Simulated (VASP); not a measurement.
# LiH (P2/m) in VASP: a series of runs

Runs on LiH. Level: PBE. Tasks: single point, relaxation of cell and atoms.

Program: VASP 6.6.1. These are calculated values, not measurements. Logs are shortened: lines on timing, memory, paths and dates and some standing lists are left out, and cuts for length are marked.

## 1. The cell of the first run

It takes space group P2/m (No. 10, monoclinic). Conventional cell: a = 2.752 Å, b = 2.808 Å, c = 5.137 Å, α = 90.00°, β = 102.64°, γ = 90.00°. Li (site symmetry 2/m) has 4 H at 1.87 to 1.93 Å within 2.5 Å. Within 2.6 Å of Li (site symmetry 2/m) lie 4 H at 1.94 Å. H (site symmetry m) has 4 Li at 1.87 to 1.94 Å within 2.5 Å.

## 2. Single point, PBE

The input, INCAR:

```
PREC = Accurate
ENCUT = 520
EDIFF = 1E-7
ISMEAR = 0
SIGMA = 0.01
LREAL = False
LASPH = True
NELM = 100
ALGO = Normal
ISIF = 2
LWAVE = False
LCHARG = False
GGA = PE
NBANDS = 12
```

The input, KPOINTS:

```
regular mesh
0
Gamma
  16 12 8
```

The input, POSCAR:

```
LiH
1.0
    2.5621401484      0.0000000000     -1.0040944518
    0.0000000000      2.8081658323      0.0000000000
   -1.7794151088      0.0000000000      6.0809401398
Li H
2 2
Direct
    0.0000000000      0.0000000000      0.0000000000
    0.0000000000      0.5000000000      0.5000000000
    0.8832693904      0.0000000000      0.2621426828
    0.1167306096      0.0000000000      0.7378573172
```

Potentials or basis: VASP PAW PBE potentials, release 64 (Li_sv, H).

Run with:

```
$ cat potpaw_PBE.64/Li_sv/POTCAR potpaw_PBE.64/H/POTCAR > POTCAR
$ mpirun -np 1 vasp_std > vasp.out
```

OUTCAR:

```text
PREC = Accurate
   ENCUT = 520
   EDIFF = 1E-7
   ISMEAR = 0
   LREAL = False
   LASPH = True
   NELM = 100
   ISIF = 2
   GGA = PE

 ion  position               nearest neighbor table
   1  0.000  0.000  0.000-
   2  0.000  0.500  0.500-
   3  0.883  0.000  0.262-
   4  0.117  0.000  0.738-

  LATTYP: Found a simple monoclinic cell.
 ALAT       =     2.7518662410
 B/A-ratio  =     1.0204586947
 C/A-ratio  =     1.8666713324
 COS(beta)  =    -0.2187471766

  Lattice vectors:

 A1 = (   2.5621401484,   0.0000000000,  -1.0040944518)
 A2 = (   0.0000000000,   2.8081658323,   0.0000000000)
 A3 = (   0.7827250396,   0.0000000000,   5.0768456880)

Analysis of symmetry for initial positions (statically):
=====================================================================
 Subroutine PRICEL returns:
 Original cell was already a primitive cell.

 Routine SETGRP: Setting up the symmetry group for a
 simple monoclinic supercell.

 Subroutine GETGRP returns: Found  4 space group operations
 (whereof  4 operations were pure point group operations)
 out of a pool of  4 trial point group operations.

The static configuration has the point symmetry C_2h.

Analysis of symmetry for dynamics (positions and initial velocities):
=====================================================================
 Subroutine PRICEL returns:
 Original cell was already a primitive cell.

 Routine SETGRP: Setting up the symmetry group for a
 simple monoclinic supercell.

 Subroutine GETGRP returns: Found  4 space group operations
 (whereof  4 operations were pure point group operations)
 out of a pool of  4 trial point group operations.

The dynamic configuration has the point symmetry C_2h.

 Subroutine INISYM returns: Found  4 space group operations
 (whereof  4 operations are pure point group operations),
 and found     1 'primitive' translations

----------------------------------------------------------------------------------------

                                     Primitive cell

  volume of cell :      38.7345

  direct lattice vectors                    reciprocal lattice vectors
     2.562140148  0.000000000 -1.004094452     0.440854845  0.000000000  0.129003699
     0.000000000  2.808165832  0.000000000     0.000000000  0.356104326  0.000000000
    -1.779415109  0.000000000  6.080940140     0.072794649  0.000000000  0.185749551

  length of vectors
     2.751866241  2.808165832  6.335941218     0.459341865  0.356104326  0.199504277

  position of ions in fractional coordinates (direct lattice)
     0.000000000  0.000000000  0.000000000
     1.000000000  0.500000000  0.500000000
     0.883269390  0.000000000  0.262142683
     0.116730610  0.000000000  0.737857317

  ion indices of the primitive-cell ions
   primitive index   ion index
                 1           1
                 2           2
                 3           3
                 4           4

----------------------------------------------------------------------------------------

 KPOINTS: regular mesh

Automatic generation of k-mesh.
 Grid dimensions read from file:
 generate k-points for:   16   12    8

 Generating k-lattice:

  Cartesian coordinates                     Fractional coordinates (reciprocal lattice)
     0.027553428  0.000000000  0.008062731     0.062500000  0.000000000 -0.000000000
     0.000000000  0.029675360  0.000000000     0.000000000  0.083333333  0.000000000
     0.009099331  0.000000000  0.023218694     0.000000000  0.000000000  0.125000000

  Length of vectors
     0.028708867  0.029675360  0.024938035

  Shift w.r.t. Gamma in fractional coordinates (k-lattice)
     0.000000000  0.000000000  0.000000000

 Subroutine IBZKPT returns following result:
 ===========================================

 Found    462 irreducible k-points:

 Following reciprocal coordinates:
            Coordinates               Weight
  0.000000  0.000000  0.000000      1.000000
  0.062500  0.000000  0.000000      2.000000
  0.125000  0.000000  0.000000      2.000000
  0.187500  0.000000  0.000000      2.000000
  0.250000  0.000000  0.000000      2.000000
  0.312500  0.000000  0.000000      2.000000
[... 16 lines left out ...]
  0.250000  0.166667  0.000000      4.000000
  0.312500  0.166667  0.000000      4.000000
 [... further k-points ...]
   k-points           NKPTS =    462   k-points in BZ     NKDIM =    462   number of bands    NBANDS=     12
   number of dos      NEDOS =    301   number of ions     NIONS =      4
   total plane-waves  NPLWV =  23040
   dimension x,y,z NGX =    20 NGY =   24 NGZ =   48
   dimension x,y,z NGXF=    40 NGYF=   48 NGZF=   96
   ions per type =               2   2
   NGX,Y,Z   is equivalent  to a cutoff of  12.08, 14.21, 12.59 a.u.
   NGXF,Y,Z  is equivalent  to a cutoff of  24.16, 28.42, 25.19 a.u.
 SYSTEM =  unknown system
   PREC   = accura    normal or accurate (medium, high low for compatibility)
   ISTART =      0    job   : 0-new  1-cont  2-samecut
   ICHARG =      2    charge: 1-file 2-atom 10-const
   ISPIN  =      1    spin polarized calculation?
   LNONCOLLINEAR =      F non collinear calculations
   LSORBIT =      F    spin-orbit coupling
   LASPH  =      T    aspherical Exc in radial PAW
   ENCUT  =  520.0 eV  38.22 Ry    6.18 a.u.   5.12  5.22 11.78*2*pi/ulx,y,z
   NELM   =    100;   NELMIN=  2; NELMDL= -5     # of ELM steps
   EDIFF  = 0.1E-06   stopping-criterion for ELM
   LREAL  =      F    real-space projection
   EDIFFG = 0.1E-05   stopping-criterion for IOM
   NSW    =      0    number of steps for IOM
   IBRION =     -1    ionic relax: 0-MD 1-quasi-New 2-CG
   NFREE  =      0    steps in history (QN), initial steepest desc. (CG)
   ISIF   =      2    stress and relaxation
   ISYM   =      2    0-nonsym 1-usesym 2-fastsym
   POTIM  = 0.5000    time-step for ionic-motion
   TEBEG  =    0.0;   TEEND  =   0.0 temperature during run
   PSTRESS=    0.0 pullay stress
   NELECT =       8.0000    total number of electrons
   NUPDOWN=      -1.0000    fix difference up-down
   EMIN   =  10.00;   EMAX   =-10.00  energy-range for DOS
   EFERMI =   0.00;   METHOD = LEGACY
   ISMEAR =     0;   SIGMA  =   0.01  broadening in eV -4-tet -1-fermi 0-gaus
   EFERMI_NEDOS =   21; number of points for ismear=-14 and -15
   IALGO  =     38    algorithm
   IMIX   =      4    mixing-type and parameters
     AMIX     =   0.40;   BMIX     =  1.00
     AMIX_MAG =   1.60;   BMIX_MAG =  1.00
  volume/ion in A,a.u.               =       9.68        65.35
  Fermi-wavevector in a.u.,A,eV,Ry     =   0.967696  1.828680 12.740975  0.936435
  Thomas-Fermi vector in A             =   2.097603
   LORBIT       =      0    0 simple, 1 ext, 2 COOP (PROOUT), +10 PAW based schemes
   GGA     = PE    functional components
   LHFCALC =     F    Hartree Fock is set to
   AEXX    =    0.0000 exact exchange contribution
   IVDW    =     0    specifies the selected vdW correction
   LEPSILON=     F    determine dielectric tensor
   LRPA    =     F    only Hartree local field effects (RPA)
 non-spin polarized calculation
 Gauss-broadening in eV      SIGMA  =   0.01
  energy-cutoff  :      520.00
  volume of cell :       38.73
 maximum number of plane-waves:      1062
   NGX = 11   NGY = 11   NGZ = 23

 number of electron       7.9999992 magnetization

 Free energy of the ion-electron system (eV)
  ---------------------------------------------------
  ext. energy  EPLUGINS =         0.00000000
  ---------------------------------------------------
  free energy    TOTEN  =       -11.50267008 eV

  energy without entropy =      -11.50267008  energy(sigma->0) =      -11.50267008

 E-fermi :   0.8604     XC(G=0):  -7.7796

 val. band max:        0.7569443677   @ k =   0.4375   0.5000   0.5000
 cond. band min:       1.0159017228   @ k =   0.0000   0.5000   0.0000
 fundamental gap:      0.2589573551
 Fermi energy:         0.8604016570

 k-point     1 :       0.0000    0.0000    0.0000
  band No.  band energies     occupation
      1     -45.1939      2.00000
      2     -45.1063      2.00000
      3      -5.3048      2.00000
      4      -2.9990      2.00000
      5       3.8075      0.00000
      6      10.2695      0.00000
      7      11.2784      0.00000
      8      11.4722      0.00000
      9      13.3781      0.00000
     10      14.5622      0.00000
     11      15.9818      0.00000
     12      16.6425      0.00000

 k-point     2 :       0.0625    0.0000    0.0000
  band No.  band energies     occupation
      1     -45.1930      2.00000
      2     -45.1058      2.00000
      3      -5.2221      2.00000
      4      -3.0172      2.00000
      5       3.9965      0.00000
      6       9.3729      0.00000
      7      11.5121      0.00000
      8      11.5877      0.00000
      9      13.0236      0.00000
     10      14.6195      0.00000
     11      15.7678      0.00000
     12      16.3473      0.00000

 k-point     3 :       0.1250    0.0000    0.0000
  band No.  band energies     occupation
      1     -45.1903      2.00000
      2     -45.1041      2.00000
      3      -4.9734      2.00000
      4      -3.0608      2.00000
      5       4.5412      0.00000
      6       7.9686      0.00000
      7      11.0280      0.00000
      8      11.9326      0.00000
      9      12.3531      0.00000
     10      14.9238      0.00000
     11      15.3452      0.00000
     12      15.3677      0.00000
[... 286 lines left out ...]
 k-point    23 :       0.2500    0.1667    0.0000
  band No.  band energies     occupation
      1     -45.1785      2.00000
      2     -45.0940      2.00000
      3      -3.6509      2.00000
      4      -2.7352      2.00000
      5       5.0926      0.00000
      6       6.6083      0.00000
      7       8.9501      0.00000
      8       9.7130      0.00000
      9      10.9541      0.00000
     10      11.3961      0.00000
     11      13.7187      0.00000
     12      16.9582      0.00000

 k-point    24 :       0.3125    0.1667    0.0000
  band No.  band energies     occupation
      1     -45.1746      2.00000
      2     -45.0904      2.00000
      3      -2.9764      2.00000
      4      -2.6911      2.00000
      5       4.2573      0.00000
      6       7.1020      0.00000
      7       8.2405      0.00000
      8       9.2236      0.00000
      9      10.6024      0.00000
     10      11.5700      0.00000
     11      13.4567      0.00000
     12      16.1602      0.00000

 [... further k-points ...]
[... 5 lines left out ...]
  --------------------------------------------------------------------------------------
  -------------------------------------------------------------------------------------
  Total       -0.0464206     -0.0489708     -0.0374950      0.0000000      0.0000000      0.0034210
  in kB       -1.9200967     -2.0255840     -1.5509096      0.0000000      0.0000000      0.1415048
  external PRESSURE =      -1.8321967 kB  Pullay stress =       0.0000000 kB

 VOLUME and BASIS-vectors are now :
 -----------------------------------------------------------------------------
  energy-cutoff  :      520.00
  volume of cell :       38.73
      direct lattice vectors                 reciprocal lattice vectors
     2.562140148  0.000000000 -1.004094452     0.440854845  0.000000000  0.129003699
     0.000000000  2.808165832  0.000000000     0.000000000  0.356104326  0.000000000
    -1.779415109  0.000000000  6.080940140     0.072794649  0.000000000  0.185749551

 POSITION                                       TOTAL-FORCE (eV/Angst)
 -----------------------------------------------------------------------------------
      0.00000      0.00000      0.00000         0.000000      0.000000     -0.000000
     -0.88971      1.40408      3.04047         0.000000      0.000000     -0.000000
      1.79660      0.00000      0.70719        -0.000975      0.000000     -0.001344
     -1.01387      0.00000      4.36966         0.000975     -0.000000      0.001344
 -----------------------------------------------------------------------------------
    total drift:                               -0.000000      0.000000      0.000000

  FREE ENERGIE OF THE ION-ELECTRON SYSTEM (eV)
  ---------------------------------------------------
  free  energy   TOTEN  =       -11.5026700817 eV

  energy  without entropy=      -11.5026700817  energy(sigma->0) =      -11.50267008
```

Run time: 93 s. Hardware: 1 thread of Intel Xeon 6975P-C (Granite Rapids), shared host; peak memory 0.28 GiB.

Results:

```yaml
Free_energy: -11.5027 eV
Band_gap_on_the_k_mesh: 0.26 eV, indirect (least direct gap 1.70 eV)
```

Levels at points of the mesh, in eV from the valence-band top:
| k point | band 1 | band 2 | band 3 | band 4 | band 5 | band 6 | band 7 | band 8 | band 9 |
| --- | --- | --- | --- | --- | --- | --- | --- | --- | --- |
| (0.00, 0.00, 0.00) | -45.95 | -45.86 | -6.06 | -3.76 | 3.05 | 9.51 | 10.52 | 10.72 | 12.62 |
| (0.50, 0.00, 0.00) | -45.93 | -45.84 | -3.91 | -1.80 | 1.35 | 3.18 | 6.70 | 11.11 | 11.51 |
| (0.00, 0.50, 0.00) | -45.93 | -45.85 | -4.10 | -1.44 | 0.26 | 4.54 | 6.00 | 7.61 | 14.69 |
| (0.50, 0.50, 0.00) | -45.91 | -45.83 | -1.66 | -0.91 | 4.22 | 4.93 | 5.95 | 6.66 | 7.00 |
| (0.00, 0.00, 0.50) | -45.95 | -45.86 | -5.29 | -5.04 | 6.45 | 7.13 | 10.21 | 11.67 | 12.06 |
| (0.50, 0.00, 0.50) | -45.93 | -45.85 | -3.66 | -2.34 | 1.69 | 3.68 | 6.78 | 8.03 | 14.71 |
| (0.00, 0.50, 0.50) | -45.93 | -45.85 | -3.77 | -2.19 | 0.44 | 3.40 | 8.37 | 10.43 | 11.94 |
| (0.50, 0.50, 0.50) | -45.91 | -45.83 | -2.19 | -0.02 | 3.69 | 5.42 | 6.11 | 6.26 | 7.03 |

Caveat: the cutoff is under 1.25 times the usual one of these potentials, so pressure, stress and relaxed cells hold a basis-set (Pulay) error.

(Continued in part 2 of 2.)
